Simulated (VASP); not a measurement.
# LiBe4 in VASP: notebook, part 2 of 2

VASP 6.6.1. Earlier steps stand in the parts before.

## Step 4: Single point, PBE

This run uses another cell than the first one, of 11.19 Å³/atom, 1.034 times its volume.

INCAR

```
PREC = Accurate
ENCUT = 750
EDIFF = 1E-6
ISMEAR = 0
SIGMA = 0.2
LREAL = F
LASPH = T
NELM = 120
ALGO = Normal
ISIF = 2
LWAVE = F
LCHARG = F
GGA = PE
NBANDS = 14
GGA_COMPAT = F
```

KPOINTS

```
regular mesh
0
Gamma
  5 5 5
```

POSCAR

```
LiBe4
1.0
    3.8247092895      0.0000000000      0.0000000000
    0.0000000000      3.8247092895      0.0000000000
    0.0000000000      0.0000000000      3.8247092895
Li Be
1 4
Direct
    0.5000000000      0.5000000000      0.5000000000
    0.5000000000      0.0000000000      0.0000000000
    0.0000000000      0.5000000000      0.0000000000
    0.0000000000      0.0000000000      0.5000000000
    0.0000000000      0.0000000000      0.0000000000
```

Potentials or basis: VASP PAW PBE potentials, release 64 (Li_sv, Be).

On the command line:

```sh
$ cat potpaw_PBE.64/Li_sv/POTCAR potpaw_PBE.64/Be/POTCAR > POTCAR
$ mpirun -np 1 vasp_std > vasp.out
```

OUTCAR:

```text
PREC = Accurate
   ENCUT = 750
   EDIFF = 1E-6
   ISMEAR = 0
   LREAL = F
   LASPH = T
   NELM = 120
   ISIF = 2
   GGA = PE

 ion  position               nearest neighbor table
   1  0.500  0.500  0.500-
   2  0.500  0.000  0.000-   5 1.91   5 1.91
   3  0.000  0.500  0.000-   5 1.91   5 1.91
   4  0.000  0.000  0.500-   5 1.91   5 1.91
   5  0.000  0.000  0.000-   2 1.91   3 1.91   4 1.91   4 1.91   3 1.91   2 1.91

  LATTYP: Found a simple cubic cell.
 ALAT       =     3.8247092895

  Lattice vectors:

 A1 = (   3.8247092895,   0.0000000000,   0.0000000000)
 A2 = (   0.0000000000,   3.8247092895,   0.0000000000)
 A3 = (   0.0000000000,   0.0000000000,   3.8247092895)

Analysis of symmetry for initial positions (statically):
=====================================================================
 Subroutine PRICEL returns:
 Original cell was already a primitive cell.

 Routine SETGRP: Setting up the symmetry group for a
 simple cubic supercell.

 Subroutine GETGRP returns: Found 48 space group operations
[... 9 lines left out ...]

[... 163 lines left out ...]
      8       7.6820      0.00000
      9       9.6210      0.00000
     10       9.6210      0.00000
     11       9.6210      0.00000
     12      10.3585      0.00000
     13      10.3585      0.00000
     14      10.3585      0.00000
[... 139 lines left out ...]
      1     -42.6667      2.00000
      2      -1.5823      2.00000
      3       0.2052      2.00000
      4       0.6431      2.00000
      5       0.6431      2.00000
      6       2.4604      2.00000
      7       2.4604      2.00000
      8       3.2477      1.97534
      9       8.0939      0.00000
     10      11.9609      0.00000
     11      11.9609      0.00000
     12      13.9578      0.00000
     13      14.0626      0.00000
     14      14.0626      0.00000

------------------------ aborting loop because EDIFF is reached ----------------------------------------

  FORCE on cell =-STRESS in cart. coord.  units (eV):
  Direction    XX          YY          ZZ          XY          YZ          ZX
  --------------------------------------------------------------------------------------
  -------------------------------------------------------------------------------------
  Total        0.0749801      0.0749801      0.0749801      0.0000000      0.0000000     -0.0000000
  in kB        2.1471448      2.1471448      2.1471448      0.0000000      0.0000000     -0.0000000
  external PRESSURE =       2.1471448 kB  Pullay stress =       0.0000000 kB

 VOLUME and BASIS-vectors are now :
 -----------------------------------------------------------------------------
  energy-cutoff  :      750.00
  volume of cell :       55.95
      direct lattice vectors                 reciprocal lattice vectors
     3.824709289  0.000000000  0.000000000     0.261457780  0.000000000  0.000000000
     0.000000000  3.824709289  0.000000000     0.000000000  0.261457780  0.000000000
     0.000000000  0.000000000  3.824709289     0.000000000  0.000000000  0.261457780

 POSITION                                       TOTAL-FORCE (eV/Angst)
 -----------------------------------------------------------------------------------
      1.91235      1.91235      1.91235         0.000000      0.000000      0.000000
      1.91235      0.00000      0.00000         0.000000      0.000000      0.000000
      0.00000      1.91235      0.00000         0.000000      0.000000      0.000000
      0.00000      0.00000      1.91235         0.000000      0.000000      0.000000
      0.00000      0.00000      0.00000         0.000000      0.000000      0.000000
 -----------------------------------------------------------------------------------
    total drift:                                0.000000      0.000000      0.000000

  FREE ENERGIE OF THE ION-ELECTRON SYSTEM (eV)
  ---------------------------------------------------
  free  energy   TOTEN  =       -14.8372199640 eV

  energy  without entropy=      -14.8259707512  energy(sigma->0) =      -14.83159536
```

OSZICAR:

```text
N       E                     dE             d eps       ncg     rms          rms(c)
DAV:   1     0.252732911669E+02    0.25273E+02   -0.54534E+03   280   0.867E+02
DAV:   2    -0.123550733099E+02   -0.37628E+02   -0.35337E+02   370   0.177E+02
DAV:   3    -0.164519991055E+02   -0.40969E+01   -0.40723E+01   548   0.377E+01
DAV:   4    -0.164900728914E+02   -0.38074E-01   -0.38069E-01   306   0.462E+00
DAV:   5    -0.164906628175E+02   -0.58993E-03   -0.58990E-03   432   0.478E-01    0.464E+00
DAV:   6    -0.150078926436E+02    0.14828E+01   -0.24404E+00   332   0.682E+00    0.177E+00
DAV:   7    -0.148359334132E+02    0.17196E+00   -0.76825E-01   372   0.381E+00    0.464E-01
DAV:   8    -0.148373449640E+02   -0.14116E-02   -0.50388E-02   338   0.132E+00    0.810E-02
DAV:   9    -0.148372233568E+02    0.12161E-03   -0.17209E-03   394   0.228E-01    0.539E-02
DAV:  10    -0.148372299393E+02   -0.65825E-05   -0.15557E-04   334   0.871E-02    0.176E-02
DAV:  11    -0.148372201609E+02    0.97784E-05   -0.18583E-05   408   0.308E-02    0.638E-03
DAV:  12    -0.148372199640E+02    0.19690E-06   -0.73664E-07   236   0.676E-03
   1 F= -.14837220E+02 E0= -.14831595E+02  d E =-.112492E-01
```

Wall time 22 s (1 thread of Intel Xeon 8259CL, shared host); peak memory 0.2 GiB.

Results:

```yaml
Free_energy: -14.8372 eV
Pressure: 0.2 GPa
```

## Step 5: Single point, PBE

This run uses another cell than the first one, of 11.24 Å³/atom, 1.039 times its volume.

INCAR

```
PREC     = Accurate       # precision mode
ENCUT    = 750            # plane-wave cutoff, eV
EDIFF    = 1E-6           # SCF threshold, eV
ISMEAR   = 0              # smearing method
SIGMA    = 0.2            # smearing width, eV
LREAL    = False          # projectors in reciprocal space
LASPH    = True           # aspherical terms in the spheres
NELM     = 120            # most SCF steps
ALGO     = Normal         # electronic algorithm
ISIF     = 2              # what is computed and relaxed
LWAVE    = False          # write WAVECAR
LCHARG   = False          # write CHGCAR
GGA      = PE             # functional
NBANDS   = 14             # bands
GGA_COMPAT= False
```

KPOINTS is that of step 4.

POSCAR

```
LiBe4
1.0
    2.6954321935      1.5562085025      2.2333534035
   -2.6954321935      1.5562085025      2.2333534035
    0.0000000000     -3.1124170050      2.2333534035
Li Be
1 4
Direct
    0.0000000000      0.0000000000      0.0000000000
    0.5000000000      0.5000000000      0.0000000000
    0.0000000000      0.5000000000      0.5000000000
    0.5000000000      0.0000000000      0.5000000000
    0.5000000000      0.5000000000      0.5000000000
```

On the command line:

```sh
$ cat potpaw_PBE.64/Li_sv/POTCAR potpaw_PBE.64/Be/POTCAR > POTCAR
$ mpirun -np 1 vasp_std > vasp.out
```

Wall time 34 s (1 thread of Intel Xeon 8259CL, shared host); peak memory 0.21 GiB.

Results (log left out):

* Free energy: -14.8370 eV
* Pressure: -0.1 GPa

Stress tensor (GPa, compression positive):
```
-0.01  0.00  0.00
 0.00 -0.01  0.00
 0.00  0.00 -0.24
```

Levels at points of the mesh, in eV from the Fermi level:
| k point | band 3 | band 4 | band 5 | band 6 | band 7 | band 8 |
| --- | --- | --- | --- | --- | --- | --- |
| (0.00, 0.00, 0.00) | -2.38 | -2.35 | -2.35 | 2.36 | 2.36 | 4.10 |

## Step 6: Relaxation of cell and atoms, PBE

This run uses another cell than the first one, of 7.74 Å³/atom, 0.715 times its volume.

INCAR

```
PREC = Accurate ; ENCUT = 750
EDIFF = 1E-7 ; ISMEAR = 0
SIGMA = 0.2 ; LREAL = False
LASPH = True ; NELM = 120
ALGO = Normal ; ISIF = 3
LWAVE = False ; LCHARG = False
GGA = PE ; IBRION = 2
NSW = 36 ; EDIFFG = -0.08
GGA_COMPAT = False ; NELMIN = 4
```

KPOINTS is that of step 5.

POSCAR

```
LiBe4
1.0
    3.3825402500      0.0000000000      0.0000000000
    0.0000000000      3.3825402500      0.0000000000
    0.0000000000      0.0000000000      3.3825402500
Li Be
1 4
Direct
    0.0000000000      0.0000000000      0.0000000000
    0.0000000000      0.5000000000      0.5000000000
    0.5000000000      0.0000000000      0.5000000000
    0.5000000000      0.5000000000      0.0000000000
    0.5000000000      0.5000000000      0.5000000000
```

Potentials or basis: VASP PAW PBE potentials, release 64 (Li_sv, Be).

On the command line:

```sh
$ cat potpaw_PBE.64/Li_sv/POTCAR potpaw_PBE.64/Be/POTCAR > POTCAR
$ mpirun -np 1 vasp_std > vasp.out
```

It took 43 s on 1 thread of Intel Xeon 8259CL, shared host; peak memory 0.16 GiB.

It converged, with:

```yaml
Free_energy: -14.8293 eV
Relaxed_volume: 11.27 Å³/atom
Relaxed_cell: a = 3.833 Å, b = 3.833 Å, c = 3.833 Å, α = 90.00°, β = 90.00°, γ = 90.00°
Space_group_after_relaxing_to_0.05_Å: Pm-3m (No. 221)
Energy_gained_by_relaxing: 367.7 meV/atom
Ionic_steps: 4
Pressure_after_relaxing: -0.2 GPa
```

Step by step:
| step | energy change (eV) | largest force (eV/Å) | pressure (GPa) | volume (Å³) |
| --- | --- | --- | --- | --- |
| 1 | 0.0000 | 0.0000 | 44.21 | 38.70 |
| 2 | -1.7677 | 0.0000 | 5.71 | 51.94 |
| 3 | -1.8133 | 0.0000 | -2.84 | 58.90 |
| 4 | -1.8384 | 0.0000 | -0.20 | 56.33 |

Final structure:
```cif
data_structure
_symmetry_space_group_name_H-M 'P 1'
_symmetry_Int_Tables_number 1
_cell_length_a 3.8333
_cell_length_b 3.8333
_cell_length_c 3.8333
_cell_angle_alpha 90.000
_cell_angle_beta 90.000
_cell_angle_gamma 90.000
_cell_volume 56.33
loop_
_atom_site_label
_atom_site_type_symbol
_atom_site_fract_x
_atom_site_fract_y
_atom_site_fract_z
_atom_site_occupancy
Li1 Li 0.00000 0.00000 0.00000 1
Be1 Be 0.00000 0.50000 0.50000 1
Be2 Be 0.50000 0.00000 0.50000 1
Be3 Be 0.50000 0.50000 0.00000 1
Be4 Be 0.50000 0.50000 0.50000 1
```

Levels at points of the mesh, in eV from the Fermi level:
```csv
k point,band 3,band 4,band 5,band 6,band 7,band 8
"(0.00, 0.00, 0.00)",-2.36,-2.36,-2.36,2.34,2.34,4.08
```

Caveat: the k points lie up to 0.33 Å⁻¹ apart in the final cell; the volume moved by over 15 % at a fixed basis, so the end points are rough.

## Step 7: The runs side by side

```tsv
task	cell	gap on the mesh (eV)	pressure (GPa)
single point	a = 3.783 Å, 5 atoms	none	-0.2
single point	a = 3.825 Å, 5 atoms	none	0.2
single point	a = 3.831 Å, angles 89.4°, 5 atoms	none	-0.1
relaxation of cell and atoms	relaxed from a = 3.383 Å, 5 atoms	none	-0.2
```

Alike in all rows: level PBE; potentials or basis VASP PAW PBE potentials, release 64 (Li_sv, Be); no spin polarisation; k mesh 5 × 5 × 5; cutoff (eV) 750; smearing gaussian 0.2 eV.

Caveats: some runs use coarse meshes; the volume moved by over 15 % at a fixed basis, so the end points are rough (some runs).

Absolute energies hang on the potentials; compare differences alone.
